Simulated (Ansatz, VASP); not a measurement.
**One calculation of ZnS, two programs**

Contents of INCAR:

```
PREC = Accurate ; ENCUT = 520
EDIFF = 1E-7 ; ISMEAR = -1
SIGMA = 0.05 ; LREAL = False
LASPH = True ; NELM = 100
ALGO = Normal ; ISIF = 2
LWAVE = False ; LCHARG = False
GGA = PE ; NBANDS = 46
```

The input KPOINTS:

```
Automatic mesh
0
Gamma
  8 8 3
```

The input POSCAR:

```
ZnS
1.0
    3.7970435223      0.0000000000      0.0000000000
   -1.8985217611      3.2883361495      0.0000000000
    0.0000000000      0.0000000000     12.4359706225
Zn S
4 4
Direct
    0.6666666667      0.3333333333      0.7500000000
    0.3333333333      0.6666666667      0.2500000000
    0.0000000000      0.0000000000      0.5000000000
    0.0000000000      0.0000000000      0.0000000000
    0.6666666667      0.3333333333      0.9375000000
    0.3333333333      0.6666666667      0.4375000000
    0.0000000000      0.0000000000      0.6875000000
    0.0000000000      0.0000000000      0.1875000000
```

The input input.yaml:

```yaml
crystal:
  lattice:
    - [3.7970435223, 0.0, 0.0]
    - [-1.8985217611, 3.2883361495, 0.0]
    - [0.0, 0.0, 12.4359706225]
  atoms:
    - { symbol: Zn, position: [0.6666666667, 0.3333333333, 0.75] }
    - { symbol: Zn, position: [0.3333333333, 0.6666666667, 0.25] }
    - { symbol: Zn, position: [0.0, 0.0, 0.5] }
    - { symbol: Zn, position: [0.0, 0.0, 0.0] }
    - { symbol: S, position: [0.6666666667, 0.3333333333, 0.9375] }
    - { symbol: S, position: [0.3333333333, 0.6666666667, 0.4375] }
    - { symbol: S, position: [0.0, 0.0, 0.6875] }
    - { symbol: S, position: [0.0, 0.0, 0.1875] }
hamiltonian:
  xc: pbe
  pseudopotentials: { kind: nc, accuracy: standard }
kpoints:
  mp_grid: { grid: [8, 8, 3] }
scf:
  occupations: { method: fermi_dirac, width: 0.05 }
output:
  forces: true
  stress: true
  eigenvalues: true
```

Alike in both runs: task single point; functional PBE; k mesh 8 × 8 × 3; occupations fermi-dirac, width 0.05 eV; no spin polarisation.

|  | VASP | Ansatz |
| --- | --- | --- |
| version | VASP 6.6.1 | Ansatz 0.2.0 |
| potentials or method | VASP PAW PBE potentials, release 64 (Zn, S) | PseudoDojo standard (PBE files) |
| plane-wave cutoff (eV) | 520 | 1143 |
| valence electrons in the cell | 72 | 104 |

VASP gave:

```
gap on the k mesh at the Fermi level (eV)                     : 2.22
least direct gap on the mesh (eV)                             : 2.22
pressure (GPa)                                                : 3.1
traceless stress, the component that is largest in VASP (GPa) : -0.09
rms of the force components (eV/Å)                            : 0.017
```

Q: What did Ansatz give for the same quantities?

A: gap on the k mesh at the Fermi level (eV): 2.22; least direct gap on the mesh (eV): 2.22; pressure (GPa): 2.9; traceless stress, the component that is largest in VASP (GPa): -0.10; rms of the force components (eV/Å): 0.016.

Atom by atom the forces differ by 0.000 eV/Å (rms over components). VASP's potentials hold 72 valence electrons a cell and Ansatz's 104, so a difference there can come from the potentials and not from the codes.

Noted on Ansatz's run: odd divisions of the mesh miss points on the zone boundary, where band edges often lie, so the gap on the mesh can be too wide.
